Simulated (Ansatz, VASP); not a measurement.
CdS: VASP beside Ansatz

```xyz
2
Lattice="0.0000 2.9633 2.9633 2.9633 0.0000 2.9633 2.9633 2.9633 0.0000" Properties=species:S:1:pos:R:3 pbc="T T T"
Cd    0.0000    0.0000    0.0000
S     1.4817    1.4817    1.4817
```

Alike in both runs: task single point; functional HSE06; k mesh 6 × 6 × 6; no spin polarisation.

```csv
,VASP,Ansatz
version,VASP 6.6.1,Ansatz 0.2.0
potentials or method,"VASP PAW PBE potentials, release 64 (Cd, S), cutoff 400 eV","scalar-relativistic, plane waves, PAW"
occupations,"gaussian, width 0.01 eV",fixed
valence electrons in the cell,18,26
```

Ansatz gave:

| Property | Result |
| --- | --- |
| gap on the k mesh at the Fermi level (eV) | 2.04 |
| least direct gap on the mesh (eV) | 2.04 |
| pressure (GPa) | -1.2 |

**Question.** Which values does VASP return?

**Answer.** gap on the k mesh at the Fermi level (eV): 2.04; least direct gap on the mesh (eV): 2.04; pressure (GPa): -1.4.

VASP's potentials hold 18 valence electrons a cell and Ansatz's 26, so a difference there can come from the potentials and not from the codes. Ansatz's warnings: stress exchange threshold loose, stress scf threshold loose.
